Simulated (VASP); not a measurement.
# InSe (R3m) in VASP: notebook, part 3 of 3

VASP 6.6.1. The steps go on from the part before.

### Step 5. Electric field gradients, PBEsol (volume scaled by 1.04)

The COD entry that gives the cell may itself be a prediction, so a difference from it is no test against experiment.

Input file INCAR:

```
PREC     = Accurate       # precision mode
ENCUT    = 520            # plane-wave cutoff, eV
EDIFF    = 1E-8           # SCF threshold, eV
ISMEAR   = -1             # smearing method
SIGMA    = 0.01           # smearing width, eV
LREAL    = False          # projectors in reciprocal space
LASPH    = True           # aspherical terms in the spheres
NELM     = 100            # most SCF steps
ALGO     = Normal         # electronic algorithm
ISIF     = 2              # what is computed and relaxed
LWAVE    = False          # write WAVECAR
LCHARG   = False          # write CHGCAR
GGA      = PS             # functional
LEFG     = True         
NBANDS   = 27             # bands
```

Input file KPOINTS:

```
regular mesh
0
Gamma
  7 7 7
```

Input file POSCAR:

```
InSe
1.0
    2.0263184533      1.1698955045      8.4261124190
   -2.0263184533      1.1698955045      8.4261124190
    0.0000000000     -2.3397910090      8.4261124190
In Se
2 2
Direct
    0.0000000000      0.0000000000      0.0000000000
    0.1122000000      0.1122000000      0.1122000000
    0.6155000000      0.6155000000      0.6155000000
    0.8300000000      0.8300000000      0.8300000000
```

Potentials or basis: VASP PAW PBE potentials, release 64 (In_d, Se).

Launch:

```console
cat potpaw_PBE.64/In_d/POTCAR potpaw_PBE.64/Se/POTCAR > POTCAR
mpirun -np 1 vasp_std > vasp.out
```

OUTCAR:

```text
PREC = Accurate
   ENCUT = 520
   EDIFF = 1E-8
   ISMEAR = -1
   LREAL = False
   LASPH = True
   NELM = 100
   ISIF = 2
   GGA = PS

 ion  position               nearest neighbor table
   1  0.000  0.000  0.000-   3 2.67   3 2.67   3 2.67   2 2.84
   2  0.112  0.112  0.112-   4 2.67   4 2.67   4 2.67   1 2.84
   3  0.615  0.615  0.615-   1 2.67   1 2.67   1 2.67
   4  0.830  0.830  0.830-   2 2.67   2 2.67   2 2.67

  LATTYP: Found a trigonal (rhomboedric) cell.
 ALAT       =     8.7449409640
 COS(alpha) =     0.8926179648

  Lattice vectors:

 A1 = (   2.0263184533,   1.1698955045,   8.4261124190)
 A2 = (  -2.0263184533,   1.1698955045,   8.4261124190)
 A3 = (   0.0000000000,  -2.3397910090,   8.4261124190)

Analysis of symmetry for initial positions (statically):
=====================================================================
 Subroutine PRICEL returns:
 Original cell was already a primitive cell.

 Routine SETGRP: Setting up the symmetry group for a
 trigonal (rhombohedral) supercell.

 Subroutine GETGRP returns: Found  6 space group operations
 (whereof  6 operations were pure point group operations)
 out of a pool of 12 trial point group operations.

The static configuration has the point symmetry C_3v.

Analysis of symmetry for dynamics (positions and initial velocities):
=====================================================================
 Subroutine PRICEL returns:
 Original cell was already a primitive cell.

 Routine SETGRP: Setting up the symmetry group for a
 trigonal (rhombohedral) supercell.

 Subroutine GETGRP returns: Found  6 space group operations
 (whereof  6 operations were pure point group operations)
 out of a pool of 12 trial point group operations.

The dynamic configuration has the point symmetry C_3v.

 Subroutine INISYM returns: Found  6 space group operations
 (whereof  6 operations are pure point group operations),
 and found     1 'primitive' translations

----------------------------------------------------------------------------------------

                                     Primitive cell

  volume of cell :     119.8487

  direct lattice vectors                    reciprocal lattice vectors
     2.026318453  1.169895504  8.426112419     0.246752922  0.142462866  0.039559564
    -2.026318453  1.169895504  8.426112419    -0.246752922  0.142462866  0.039559564
     0.000000000 -2.339791009  8.426112419     0.000000000 -0.284925732  0.039559564

  length of vectors
     8.744940964  8.744940964  8.744940964     0.287658881  0.287658881  0.287658881

  position of ions in fractional coordinates (direct lattice)
     0.000000000  0.000000000  0.000000000
     0.112200000  0.112200000  0.112200000
     0.615500000  0.615500000  0.615500000
     0.830000000  0.830000000  0.830000000

  ion indices of the primitive-cell ions
   primitive index   ion index
                 1           1
                 2           2
                 3           3
                 4           4
[... 85 lines left out ...]
   EMIN   =  10.00;   EMAX   =-10.00  energy-range for DOS
   EFERMI =   0.00;   METHOD = LEGACY
   ISMEAR =    -1;   SIGMA  =   0.01  broadening in eV -4-tet -1-fermi 0-gaus
   EFERMI_NEDOS =   21; number of points for ismear=-14 and -15
   IALGO  =     38    algorithm
   IMIX   =      4    mixing-type and parameters
     AMIX     =   0.40;   BMIX     =  1.00
     AMIX_MAG =   1.60;   BMIX_MAG =  1.00
  volume/ion in A,a.u.               =      29.96       202.19
  Fermi-wavevector in a.u.,A,eV,Ry     =   1.116327  2.109553 16.955403  1.246187
  Thomas-Fermi vector in A             =   2.252940
   LORBIT       =      0    0 simple, 1 ext, 2 COOP (PROOUT), +10 PAW based schemes
   GGA     = PS    functional components
   LHFCALC =     F    Hartree Fock is set to
   AEXX    =    0.0000 exact exchange contribution
   IVDW    =     0    specifies the selected vdW correction
   LEPSILON=     F    determine dielectric tensor
   LRPA    =     F    only Hartree local field effects (RPA)
 non-spin polarized calculation
  energy-cutoff  :      520.00
  volume of cell :      119.85
 maximum number of plane-waves:      3255
 NGX is ok and might be reduce to    70
   NGX = 33   NGY = 33   NGZ = 33

 number of electron      37.9999998 magnetization

 Free energy of the ion-electron system (eV)
  ---------------------------------------------------
  ext. energy  EPLUGINS =         0.00000000
  ---------------------------------------------------
  free energy    TOTEN  =       -15.57430505 eV

  energy without entropy =      -15.57430505  energy(sigma->0) =      -15.57430505

 E-fermi :   3.8017     XC(G=0):  -9.0069

 val. band max:        3.5869541602   @ k =  -0.4286   0.4286   0.4286
 cond. band min:       4.1629117038   @ k =   0.4286   0.4286   0.4286
 fundamental gap:      0.5759575436
 Fermi energy:         3.8017131906

 k-point     1 :       0.0000    0.0000    0.0000
  band No.  band energies     occupation
      1     -10.9231      2.00000
      2     -10.7562      2.00000
      3     -10.7562      2.00000
      4     -10.6841      2.00000
      5     -10.6841      2.00000
      6     -10.6707      2.00000
[... 709 lines left out ...]
     26      10.2414      0.00000
     27      10.6312      0.00000

 [... further k-points ...]

------------------------ aborting loop because EDIFF is reached ----------------------------------------

  FORCE on cell =-STRESS in cart. coord.  units (eV):
  Direction    XX          YY          ZZ          XY          YZ          ZX
  --------------------------------------------------------------------------------------
  -------------------------------------------------------------------------------------
  Total       -1.0635485     -1.0635485     -1.3973483      0.0000000     -0.0000000      0.0000000
  in kB      -14.2178721    -14.2178721    -18.6802200      0.0000000     -0.0000000      0.0000000
  external PRESSURE =     -15.7053214 kB  Pullay stress =       0.0000000 kB

 VOLUME and BASIS-vectors are now :
 -----------------------------------------------------------------------------
  energy-cutoff  :      520.00
  volume of cell :      119.85
      direct lattice vectors                 reciprocal lattice vectors
     2.026318453  1.169895504  8.426112419     0.246752922  0.142462866  0.039559564
    -2.026318453  1.169895504  8.426112419    -0.246752922  0.142462866  0.039559564
     0.000000000 -2.339791009  8.426112419     0.000000000 -0.284925732  0.039559564

 POSITION                                       TOTAL-FORCE (eV/Angst)
 -----------------------------------------------------------------------------------
      0.00000      0.00000      0.00000         0.000000     -0.000000      0.024491
      0.00000      0.00000      2.83623         0.000000      0.000000     -0.026227
      0.00000      0.00000     15.55882         0.000000     -0.000000      0.248353
      0.00000      0.00000     20.98102         0.000000      0.000000     -0.246618
 -----------------------------------------------------------------------------------
    total drift:                               -0.000000     -0.000000      0.000255

  FREE ENERGIE OF THE ION-ELECTRON SYSTEM (eV)
  ---------------------------------------------------
  free  energy   TOTEN  =       -15.5743050455 eV

  energy  without entropy=      -15.5743050455  energy(sigma->0) =      -15.57430505

 Electric field gradients (V/A^2)
---------------------------------------------------------------------
 ion       V_xx      V_yy      V_zz      V_xy      V_xz      V_yz
---------------------------------------------------------------------
   1      48.754    48.754   -97.508    -0.000     0.000    -0.000
   2      48.870    48.870   -97.741    -0.000     0.000     0.000
   3      28.286    28.286   -56.573     0.000     0.000    -0.000
   4      30.148    30.148   -60.296     0.000    -0.000     0.000
---------------------------------------------------------------------

 Electric field gradients after diagonalization (V/A^2)
 (convention: |V_zz| > |V_xx| > |V_yy|)
----------------------------------------------------------------------
 ion       V_xx      V_yy      V_zz     asymmetry (V_yy - V_xx)/ V_zz
----------------------------------------------------------------------
   1      48.754    48.754   -97.508       0.000
   2      48.870    48.870   -97.741       0.000
   3      28.286    28.286   -56.573       0.000
   4      30.148    30.148   -60.296       0.000
----------------------------------------------------------------------

           NMR quadrupolar parameters

 Cq : quadrupolar parameter    Cq=e*Q*V_zz/h
 eta: asymmetry parameters     (V_yy - V_xx)/ V_zz
 Q  : nuclear electric quadrupole moment in mb (millibarn)
----------------------------------------------------------------------
 ion       Cq(MHz)       eta       Q (mb)
----------------------------------------------------------------------
   1      -0.236       0.000       1.000
   2      -0.236       0.000       1.000
   3      -0.137       0.000       1.000
   4      -0.146       0.000       1.000
----------------------------------------------------------------------
```

Wall time 13 min (1 thread of Intel Xeon Platinum 8259CL at 2.50GHz (Skylake/Cascade Lake), shared host); peak memory 0.69 GiB.

What came out:

```
Free energy            : -15.5743 eV
Pressure               : -1.6 GPa
Largest force          : 0.248 eV/Å
Band gap on the k mesh : 0.58 eV, indirect (least direct gap 0.63 eV)
```

Forces on the atoms (eV/Å):
```
In   0.000  0.000  0.024
In   0.000  0.000 -0.026
Se   0.000  0.000  0.248
Se   0.000  0.000 -0.247
```

Stress tensor (GPa, compression positive):
```
-1.42  0.00  0.00
 0.00 -1.42  0.00
 0.00  0.00 -1.87
```

Levels at points of the mesh, in eV from the valence-band top:
| k point | band 17 | band 18 | band 19 | band 20 | band 21 | band 22 |
| --- | --- | --- | --- | --- | --- | --- |
| (0.00, 0.00, 0.00) | -1.15 | -1.02 | -1.02 | 1.76 | 2.07 | 4.42 |

Electric field gradients, principal values (V/Å²):
```tsv
atom	least	middle	greatest (by size)
1 In	48.754	48.754	-97.508
2 In	48.870	48.870	-97.741
3 Se	28.286	28.286	-56.573
4 Se	30.148	30.148	-60.296
```

Caveat: without QUAD_EFG the Cq values of the log hold for a quadrupole moment of 1 mb, not for the nuclei; the PAW data sets were made with another functional, which shifts forces and pressure a little; spin-orbit coupling is left out, which moves the levels of the heavy elements. A k mesh can miss the band edges.

### Step 6. Overview

```csv
cell,gap on the mesh (eV),pressure (GPa),largest force (eV/Å)
"a = 8.660 Å, angles 26.8°, 4 atoms",0.64,-0.2,0.13
"a = 8.689 Å, angles 26.8°, 4 atoms",0.62,-0.7,0.12
"a = 8.745 Å, angles 26.8°, 4 atoms",0.58,-1.6,0.25
```

Alike in all rows: task electric field gradients; level PBEsol; potentials or basis VASP PAW PBE potentials, release 64 (In_d, Se); no spin polarisation; k mesh 7 × 7 × 7; cutoff (eV) 520; smearing fermi-dirac 0.01 eV.

Caveats: the PAW data sets were made with another functional, which shifts forces and pressure a little; spin-orbit coupling is left out, which moves the levels of the heavy elements.

Absolute energies hang on the potentials; compare differences alone.
